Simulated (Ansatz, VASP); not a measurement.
**K3HF4 in VASP and in Ansatz**

```xyz
8
Lattice="3.6387 0.0000 0.0000 0.0000 3.4524 0.0000 0.0000 0.0000 11.3462" Properties=species:S:1:pos:R:3 pbc="T T T"
K     0.0000    0.0000    7.9714
K     0.0000    0.0000    3.3749
K     1.8194    0.0000    0.0000
H     1.8194    1.7262    5.6731
F     0.0000    1.7262    1.5443
F     1.8194    1.7262    4.5263
F     0.0000    1.7262    9.8020
F     1.8194    1.7262    6.8199
```

Change from the starting cell: species swapped into the AlCr3B4 type (Pmmm, No. 47).

Alike in both runs: functional PBE; k mesh 3 × 3 × 2; occupations gaussian, width 0.15 eV; no spin polarisation.

Ansatz relaxed the structure, and its values are those at the end. VASP's run is a single point on that final structure, the one shown.

|  | VASP | Ansatz |
| --- | --- | --- |
| version | VASP 6.6.1 | Ansatz 0.2.0 |
| potentials or method | VASP PAW PBE potentials, release 64 (K_sv, H, F), cutoff 520 eV | scalar-relativistic, plane waves, PAW |
| valence electrons in the cell | 56 | 56 |

```csv
,VASP,Ansatz,Ansatz less VASP
gap on the k mesh at the Fermi level (eV),4.83,4.86,+0.026
least direct gap on the mesh (eV),4.91,4.94,+0.024
pressure (GPa),0.2,0.2,0.00
rms of the force components (eV/Å),0.025,0.024,-0.0015
```

The k mesh is coarse, so the values compare programs but aren't converged.
